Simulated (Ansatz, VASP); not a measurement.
**Mg in VASP and in Ansatz**

```
Mg
1.0
    -1.31878    1.31878    1.31878
     1.31878   -1.31878    1.31878
     1.31878    1.31878   -1.31878
Mg
1
Cartesian
  0.0000 0.0000 0.0000
```

Change from the starting cell: volume scaled by 0.4, norm-conserving files.

Alike in both runs: task single point; functional PBE; k mesh 17 × 17 × 17; occupations fermi-dirac, width 0.05 eV; no spin polarisation.

|  | VASP | Ansatz |
| --- | --- | --- |
| version | VASP 6.6.1 | Ansatz 0.2.0 |
| potentials or method | VASP PAW PBE potentials, release 64 (Mg) | norm-conserving pseudopotentials, scalar-relativistic |
| plane-wave cutoff (eV) | 600 | 1143 |
| valence electrons in the cell | 2 | 10 |

```csv
,VASP,Ansatz,Ansatz less VASP
pressure (GPa),194.6,190.2,-4.44
```

Both programs put the cell under a high pressure, so it lies far from rest at this level. The functional is the same, so the differences come from potentials, cutoffs and numerics. VASP's potentials hold 2 valence electrons a cell and Ansatz's 10, so a difference there can come from the potentials and not from the codes.

Noted on VASP's run: the cell as given lies far from equilibrium.
